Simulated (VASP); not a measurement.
Input of a VASP 6.6.1 run:

The input INCAR:

```
PREC = Accurate ; ENCUT = 520
EDIFF = 1E-7 ; ISMEAR = -1
SIGMA = 0.05 ; LREAL = F
LASPH = T ; NELM = 100
ALGO = Normal ; ISIF = 2
LWAVE = F ; LCHARG = F
GGA = RP ; NBANDS = 16
```

KPOINTS

```
Automatic mesh
0
Gamma
  11 11 11
```

The input POSCAR:

```
CuO
1.0
    0.0000000000      2.1023544713      2.1023544713
    2.1023544713      0.0000000000      2.1023544713
    2.1023544713      2.1023544713      0.0000000000
Cu O
1 1
Direct
    0.0294977200      0.0281008700      0.9080259900
    0.4705022800      0.4718991300      0.5919740100
```

Potentials or basis: VASP PAW PBE potentials, release 64 (Cu, O).

The run is started by

```console
$ cat potpaw_PBE.64/Cu/POTCAR potpaw_PBE.64/O/POTCAR > POTCAR
$ mpirun -np 1 vasp_std > vasp.out
```

(1) Predict the largest force.

(2) Predict the pressure.

## Answers

(1) 1.285 eV/Å.

(2) 30.3 GPa.

Caveat: the cell stands under pressure; the PAW data sets were made with another functional, which shifts forces and pressure a little; an odd number of electrons without spin polarisation forces a metal; a magnetic or distorted state may lie lower.
